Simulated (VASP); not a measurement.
# Ba (P6/mmm) in VASP: single point with PBEsol+D3(BJ)

Aim: the single point of Ba with PBEsol+D3(BJ).

Everything below comes from runs of VASP 6.6.1. Logs are shortened: lines on timing, memory, paths and dates and some standing lists are left out, and cuts for length are marked.

## (1) The cell of the first run

Symmetry: P6/mmm, No. 191, hexagonal system. The conventional cell has a = 6.996 Å, b = 6.996 Å, c = 3.909 Å, α = 90.00°, β = 90.00°, γ = 120.00°. Ba (site symmetry -6m2) has 5 Ba at 3.91 to 4.04 Å within 5.1 Å.

This isn't the form of Ba at room conditions, which is bcc.

## (2) Single point, PBEsol+D3(BJ)

INCAR

```
SYSTEM = Ba
PREC = Accurate ; ENCUT = 520
EDIFF = 1E-6 ; ISMEAR = 1
SIGMA = 0.1 ; LREAL = .FALSE.
LASPH = .TRUE. ; NELM = 100
ALGO = Normal ; ISIF = 2
LWAVE = .FALSE. ; LCHARG = .FALSE.
GGA = PS ; IVDW = 12
NBANDS = 17
```

KPOINTS

```
Automatic mesh
0
G
  4 4 6
  0 0 0
```

POSCAR

```
Ba
1.0
    6.9960670000      0.0000000000      0.0000000000
   -3.4980340000      6.0587720000      0.0000000000
    0.0000000000      0.0000000000      3.9093940000
Ba
2
Direct
    0.3333333333      0.6666666667      0.5000000000
    0.6666666667      0.3333333333      0.5000000000
```

Potentials or basis: VASP PAW PBE potentials, release 64 (Ba_sv).

Started as:

```sh
$ cat potpaw_PBE.64/Ba_sv/POTCAR > POTCAR
$ mpirun -np 1 vasp_std > vasp.out
```

OUTCAR:

```text
SYSTEM = Ba
   PREC = Accurate
   ENCUT = 520
   EDIFF = 1E-6
   ISMEAR = 1
   LREAL = .FALSE.
   LASPH = .TRUE.
   NELM = 100
   ISIF = 2
   GGA = PS
   IVDW = 12
 IVDW          = 12

 ion  position               nearest neighbor table
   1  0.333  0.667  0.500-   2 4.04   2 4.04   2 4.04
   2  0.667  0.333  0.500-   1 4.04   1 4.04   1 4.04

  LATTYP: Found a hexagonal cell.
 ALAT       =     6.9960670000
 C/A-ratio  =     0.5587988223

  Lattice vectors:

 A1 = (   6.9960670000,   0.0000000000,   0.0000000000)
 A2 = (  -3.4980340000,   6.0587720000,   0.0000000000)
 A3 = (   0.0000000000,   0.0000000000,   3.9093940000)

Analysis of symmetry for initial positions (statically):
=====================================================================
 Subroutine PRICEL returns:
 Original cell was already a primitive cell.

 Routine SETGRP: Setting up the symmetry group for a
 hexagonal supercell.

 Subroutine GETGRP returns: Found 24 space group operations
 (whereof 24 operations were pure point group operations)
 out of a pool of 24 trial point group operations.

The static configuration has the point symmetry D_6h.

Analysis of symmetry for dynamics (positions and initial velocities):
=====================================================================
 Subroutine PRICEL returns:
 Original cell was already a primitive cell.

 Routine SETGRP: Setting up the symmetry group for a
 hexagonal supercell.

 Subroutine GETGRP returns: Found 24 space group operations
 (whereof 24 operations were pure point group operations)
 out of a pool of 24 trial point group operations.

The dynamic configuration has the point symmetry D_6h.

 Subroutine INISYM returns: Found 24 space group operations
 (whereof 24 operations are pure point group operations),
 and found     1 'primitive' translations

----------------------------------------------------------------------------------------

                                     Primitive cell

  volume of cell :     165.7097

  direct lattice vectors                    reciprocal lattice vectors
     6.996067000  0.000000000  0.000000000     0.142937453  0.082524986  0.000000000
    -3.498034000  6.058772000  0.000000000     0.000000000  0.165049947  0.000000000
     0.000000000  0.000000000  3.909394000     0.000000000  0.000000000  0.255794121

  length of vectors
     6.996067000  6.996067468  3.909394000     0.165049958  0.165049947  0.255794121

  position of ions in fractional coordinates (direct lattice)
     0.333333333  0.666666667  0.500000000
     0.666666667  0.333333333  0.500000000

  ion indices of the primitive-cell ions
   primitive index   ion index
                 1           1
                 2           2

----------------------------------------------------------------------------------------

 KPOINTS: Automatic mesh

Automatic generation of k-mesh.
 Grid dimensions read from file:
 generate k-points for:    4    4    6

 Generating k-lattice:

  Cartesian coordinates                     Fractional coordinates (reciprocal lattice)
     0.035734363  0.020631246  0.000000000     0.250000000  0.000000000  0.000000000
     0.000000000  0.041262487  0.000000000     0.000000000  0.250000000  0.000000000
     0.000000000  0.000000000  0.042632353     0.000000000  0.000000000  0.166666667

  Length of vectors
     0.041262490  0.041262487  0.042632353

  Shift w.r.t. Gamma in fractional coordinates (k-lattice)
     0.000000000  0.000000000  0.000000000

 Subroutine IBZKPT returns following result:
 ===========================================

 Found     16 irreducible k-points:

 Following reciprocal coordinates:
            Coordinates               Weight
  0.000000  0.000000  0.000000      1.000000
  0.250000  0.000000  0.000000      6.000000
  0.500000  0.000000  0.000000      3.000000
  0.250000  0.250000  0.000000      6.000000
  0.000000  0.000000  0.166667      2.000000
  0.250000  0.000000  0.166667     12.000000
[... 8 lines left out ...]
  0.500000  0.000000  0.500000      3.000000
  0.250000  0.250000  0.500000      6.000000
   k-points           NKPTS =     16   k-points in BZ     NKDIM =     16   number of bands    NBANDS=     17
   number of dos      NEDOS =    301   number of ions     NIONS =      2
   total plane-waves  NPLWV =  87480
   dimension x,y,z NGX =    54 NGY =   54 NGZ =   30
   dimension x,y,z NGXF=   108 NGYF=  108 NGZF=   60
   ions per type =               2
   NGX,Y,Z   is equivalent  to a cutoff of  12.83, 12.83, 12.76 a.u.
   NGXF,Y,Z  is equivalent  to a cutoff of  25.66, 25.66, 25.51 a.u.
 SYSTEM =  Ba
   PREC   = accura    normal or accurate (medium, high low for compatibility)
   ISTART =      0    job   : 0-new  1-cont  2-samecut
   ICHARG =      2    charge: 1-file 2-atom 10-const
   ISPIN  =      1    spin polarized calculation?
   LNONCOLLINEAR =      F non collinear calculations
   LSORBIT =      F    spin-orbit coupling
   LASPH  =      T    aspherical Exc in radial PAW
   ENCUT  =  520.0 eV  38.22 Ry    6.18 a.u.  13.01 13.01  7.27*2*pi/ulx,y,z
   NELM   =    100;   NELMIN=  2; NELMDL= -5     # of ELM steps
   EDIFF  = 0.1E-05   stopping-criterion for ELM
   LREAL  =      F    real-space projection
   EDIFFG = 0.1E-04   stopping-criterion for IOM
   NSW    =      0    number of steps for IOM
   IBRION =     -1    ionic relax: 0-MD 1-quasi-New 2-CG
   NFREE  =      0    steps in history (QN), initial steepest desc. (CG)
   ISIF   =      2    stress and relaxation
   ISYM   =      2    0-nonsym 1-usesym 2-fastsym
   POTIM  = 0.5000    time-step for ionic-motion
   TEBEG  =    0.0;   TEEND  =   0.0 temperature during run
   PSTRESS=    0.0 pullay stress
   NELECT =      20.0000    total number of electrons
   NUPDOWN=      -1.0000    fix difference up-down
   EMIN   =  10.00;   EMAX   =-10.00  energy-range for DOS
   EFERMI =   0.00;   METHOD = LEGACY
   ISMEAR =     1;   SIGMA  =   0.10  broadening in eV -4-tet -1-fermi 0-gaus
   EFERMI_NEDOS =   21; number of points for ismear=-14 and -15
   IALGO  =     38    algorithm
   IMIX   =      4    mixing-type and parameters
     AMIX     =   0.40;   BMIX     =  1.00
     AMIX_MAG =   1.60;   BMIX_MAG =  1.00
  volume/ion in A,a.u.               =      82.85       559.13
  Fermi-wavevector in a.u.,A,eV,Ry     =   0.809038  1.528860  8.905587  0.654542
  Thomas-Fermi vector in A             =   1.917955
   LORBIT       =      0    0 simple, 1 ext, 2 COOP (PROOUT), +10 PAW based schemes
   GGA     = PS    functional components
   LHFCALC =     F    Hartree Fock is set to
   AEXX    =    0.0000 exact exchange contribution
   IVDW    =    12    specifies the selected vdW correction
   LEPSILON=     F    determine dielectric tensor
   LRPA    =     F    only Hartree local field effects (RPA)
 non-spin polarized calculation
 Methfessel and Paxton  Order N= 1 SIGMA  =   0.10
  energy-cutoff  :      520.00
  volume of cell :      165.71
 maximum number of plane-waves:      4475
 NGX is ok and might be reduce to    54
   NGX = 25   NGY = 25   NGZ = 15

 number of electron      20.0000003 magnetization

 Free energy of the ion-electron system (eV)
  ---------------------------------------------------
  ext. energy  EPLUGINS =         0.00000000
  ---------------------------------------------------
  free energy    TOTEN  =        -2.72235376 eV

  energy without entropy =       -2.72246836  energy(sigma->0) =       -2.72239196

 E-fermi :   0.4451     XC(G=0):  -6.4860

 val. band max:        0.4075267632   @ k =   0.2500   0.2500   0.5000
 cond. band min:       0.4838258759   @ k =   0.2500   0.0000   0.3333
 fundamental gap:      0.0762991127
 Fermi energy:         0.4451137507

 k-point     1 :       0.0000    0.0000    0.0000
  band No.  band energies     occupation
      1     -28.8114      2.00000
      2     -28.7423      2.00000
      3     -14.1803      2.00000
      4     -14.1803      2.00000
      5     -13.7872      2.00000
      6     -13.7872      2.00000
[... 9 lines left out ...]
     16       3.6641      0.00000
     17       3.6641      0.00000

 k-point     2 :       0.2500    0.0000    0.0000
  band No.  band energies     occupation
      1     -28.8027      2.00000
      2     -28.7512      2.00000
      3     -14.1969      2.00000
      4     -14.1409      2.00000
      5     -13.8297      2.00000
      6     -13.7685      2.00000
[... 9 lines left out ...]
     16       3.5946      0.00000
     17       3.7767      0.00000

 k-point     3 :       0.5000    0.0000    0.0000
  band No.  band energies     occupation
      1     -28.7885      2.00000
      2     -28.7655      2.00000
      3     -14.2121      2.00000
      4     -14.0862      2.00000
      5     -13.8875      2.00000
      6     -13.7512      2.00000
[... 9 lines left out ...]
     16       3.2037      0.00000
     17       3.5426      0.00000

 k-point     4 :       0.2500    0.2500    0.0000
  band No.  band energies     occupation
      1     -28.7885      2.00000
      2     -28.7655      2.00000
      3     -14.2211      2.00000
      4     -14.0615      2.00000
      5     -13.9124      2.00000
      6     -13.7419      2.00000
[... 9 lines left out ...]
     16       2.8784      0.00000
     17       3.4850      0.00000

 k-point     5 :       0.0000    0.0000    0.1667
  band No.  band energies     occupation
      1     -28.7951      2.00000
      2     -28.7266      2.00000
      3     -14.1555      2.00000
      4     -14.1555      2.00000
      5     -13.7674      2.00000
      6     -13.7674      2.00000
[... 9 lines left out ...]
     16       2.6951      0.00000
     17       2.6951      0.00000

 k-point     6 :       0.2500    0.0000    0.1667
  band No.  band energies     occupation
      1     -28.7865      2.00000
      2     -28.7354      2.00000
      3     -14.1716      2.00000
      4     -14.1165      2.00000
      5     -13.8100      2.00000
      6     -13.7492      2.00000
[... 9 lines left out ...]
     16       2.8570      0.00000
     17       2.9074      0.00000

 k-point     7 :       0.5000    0.0000    0.1667
  band No.  band energies     occupation
      1     -28.7724      2.00000
      2     -28.7496      2.00000
      3     -14.1865      2.00000
      4     -14.0623      2.00000
      5     -13.8672      2.00000
      6     -13.7322      2.00000
[... 9 lines left out ...]
     16       3.0298      0.00000
     17       3.2538      0.00000

 k-point     8 :       0.2500    0.2500    0.1667
  band No.  band energies     occupation
      1     -28.7724      2.00000
      2     -28.7496      2.00000
      3     -14.1954      2.00000
      4     -14.0382      2.00000
      5     -13.8915      2.00000
      6     -13.7231      2.00000
[... 9 lines left out ...]
     16       2.5793      0.00000
     17       3.3202      0.00000

 k-point     9 :       0.0000    0.0000    0.3333
  band No.  band energies     occupation
      1     -28.7622      2.00000
      2     -28.6949      2.00000
      3     -14.1285      2.00000
      4     -14.1049      2.00000
      5     -14.1049      2.00000
      6     -14.0126      2.00000
[... 9 lines left out ...]
     16       2.4298     -0.00000
     17       2.8083      0.00000

 k-point    10 :       0.2500    0.0000    0.3333
  band No.  band energies     occupation
      1     -28.7537      2.00000
      2     -28.7035      2.00000
      3     -14.1204      2.00000
      4     -14.1140      2.00000
      5     -14.0675      2.00000
      6     -14.0267      2.00000
[... 9 lines left out ...]
     16       2.5945      0.00000
     17       2.9446      0.00000

 k-point    11 :       0.5000    0.0000    0.3333
  band No.  band energies     occupation
      1     -28.7399      2.00000
      2     -28.7175      2.00000
      3     -14.1346      2.00000
      4     -14.0905      2.00000
      5     -14.0534      2.00000
      6     -14.0113      2.00000
[... 9 lines left out ...]
     16       2.8464      0.00000
     17       3.3743      0.00000

 k-point    12 :       0.2500    0.2500    0.3333
  band No.  band energies     occupation
      1     -28.7399      2.00000
      2     -28.7175      2.00000
      3     -14.1430      2.00000
      4     -14.0905      2.00000
      5     -14.0527      2.00000
      6     -13.9890      2.00000
[... 9 lines left out ...]
     16       2.9370      0.00000
     17       3.2452      0.00000

 k-point    13 :       0.0000    0.0000    0.5000
  band No.  band energies     occupation
      1     -28.7456      2.00000
      2     -28.6788      2.00000
      3     -14.3063      2.00000
      4     -14.1808      2.00000
      5     -14.0792      2.00000
      6     -14.0792      2.00000
[... 9 lines left out ...]
     16       2.3986     -0.00000
     17       2.4779      0.00000

 k-point    14 :       0.2500    0.0000    0.5000
  band No.  band energies     occupation
      1     -28.7372      2.00000
      2     -28.6874      2.00000
      3     -14.2905      2.00000
      4     -14.1970      2.00000
      5     -14.0943      2.00000
      6     -14.0413      2.00000
[... 9 lines left out ...]
     16       2.7430      0.00000
     17       2.8959      0.00000

 k-point    15 :       0.5000    0.0000    0.5000
  band No.  band energies     occupation
      1     -28.7235      2.00000
      2     -28.7013      2.00000
      3     -14.2649      2.00000
      4     -14.2231      2.00000
      5     -14.1082      2.00000
      6     -13.9883      2.00000
[... 9 lines left out ...]
     16       2.5142      0.00000
     17       4.0124      0.00000

 k-point    16 :       0.2500    0.2500    0.5000
  band No.  band energies     occupation
      1     -28.7235      2.00000
      2     -28.7013      2.00000
      3     -14.2649      2.00000
      4     -14.2231      2.00000
      5     -14.1163      2.00000
      6     -13.9659      2.00000
[... 9 lines left out ...]
     16       3.0979      0.00000
     17       3.3302      0.00000

------------------------ aborting loop because EDIFF is reached ----------------------------------------

 Edisp (eV)   -0.37896

 E8    (eV) :    -0.2988

  FORCE on cell =-STRESS in cart. coord.  units (eV):
  Direction    XX          YY          ZZ          XY          YZ          ZX
  --------------------------------------------------------------------------------------
  -------------------------------------------------------------------------------------
  Total      -0.38009    -0.38009    -0.58260     0.00000     0.00000     0.00000
  in kB      -3.67495    -3.67495    -5.63291     0.00000     0.00000     0.00000
  external pressure =       -4.33 kB  Pullay stress =        0.00 kB

 VOLUME and BASIS-vectors are now :
 -----------------------------------------------------------------------------
  energy-cutoff  :      520.00
  volume of cell :      165.71
      direct lattice vectors                 reciprocal lattice vectors
     6.996067000  0.000000000  0.000000000     0.142937453  0.082524986  0.000000000
    -3.498034000  6.058772000  0.000000000     0.000000000  0.165049947  0.000000000
     0.000000000  0.000000000  3.909394000     0.000000000  0.000000000  0.255794121

 POSITION                                       TOTAL-FORCE (eV/Angst)
 -----------------------------------------------------------------------------------
     -0.00000      4.03918      1.95470        -0.000000      0.000000     -0.000000
      3.49803      2.01959      1.95470         0.000000      0.000000      0.000000
 -----------------------------------------------------------------------------------
    total drift:                               -0.000000      0.000000     -0.000000

  FREE ENERGIE OF THE ION-ELECTRON SYSTEM (eV)
  ---------------------------------------------------
  free  energy   TOTEN  =        -3.1013121810 eV

  energy  without entropy=       -3.1014267861  energy(sigma->0) =       -3.10135038
```

Run time: 67 s. Hardware: 1 thread of AMD EPYC 7R13, shared host; peak memory 0.26 GiB.

Results:

```yaml
Free_energy: -3.1013 eV
Pressure: -0.4 GPa
Band_gap_on_the_k_mesh: zero (bands 10 and 11 overlap by 0.81 eV)
Dispersion_energy_per_atom: -0.189 eV
```

Caveat: the PAW data sets were made with another functional, which shifts forces and pressure a little; spin-orbit coupling is left out, which moves the levels of the heavy elements.
